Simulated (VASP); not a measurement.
**InP: single point with PBE**

Crystal: InP.

```xyz
2
Lattice="0.0000 2.9800 2.8012 2.9800 0.0000 2.8012 2.9800 2.9800 0.0000" Properties=species:S:1:pos:R:3 pbc="T T T"
In    0.0000    0.0000    0.0000
P     4.4701    4.4701    4.2018
```

This cell differs from its parent crystal: strain -0.0600 x Voigt [0, 0, 1, 0, 0, 0].

| Quantity | Value |
| --- | --- |
| Program | VASP 6.6.1 |
| Task | single point |
| Functional | PBE |
| Potentials or basis | VASP PAW PBE potentials, release 64 (In_d, P) |
| Cutoff | 520 eV |
| k mesh | 10 × 10 × 10 |
| Occupations | gaussian, width 0.05 eV |
| Spin | no spin polarisation |

* Pressure: 4.1 GPa
* Band gap on the k mesh: 0.58 eV, direct

Stress tensor (GPa, compression positive):
```
3.36 0.00 0.00
0.00 3.36 0.00
0.00 0.00 5.47
```

Levels at points of the mesh, in eV from the valence-band top:
| k point | band 7 | band 8 | band 9 | band 10 | band 11 | band 12 |
| --- | --- | --- | --- | --- | --- | --- |
| (0.00, 0.00, 0.00) | -0.26 | -0.26 | 0.00 | 0.58 | 3.88 | 3.97 |
| (0.50, 0.00, 0.00) | -5.96 | -1.35 | -0.97 | 1.30 | 4.43 | 4.92 |
| (0.50, 0.50, 0.00) | -5.71 | -2.75 | -2.75 | 1.36 | 1.72 | 9.46 |
| (0.50, 0.00, 0.50) | -6.09 | -2.42 | -2.38 | 1.69 | 2.29 | 8.87 |

It took 2.8 min on 1 thread of AMD EPYC 7R13, with other jobs on the host, peak memory 0.2 GiB.

Caveat: the cell differs from its parent crystal (strain -0.0600 x Voigt [0, 0, 1, 0, 0, 0]); spin-orbit coupling is left out, which moves the levels of the heavy elements.
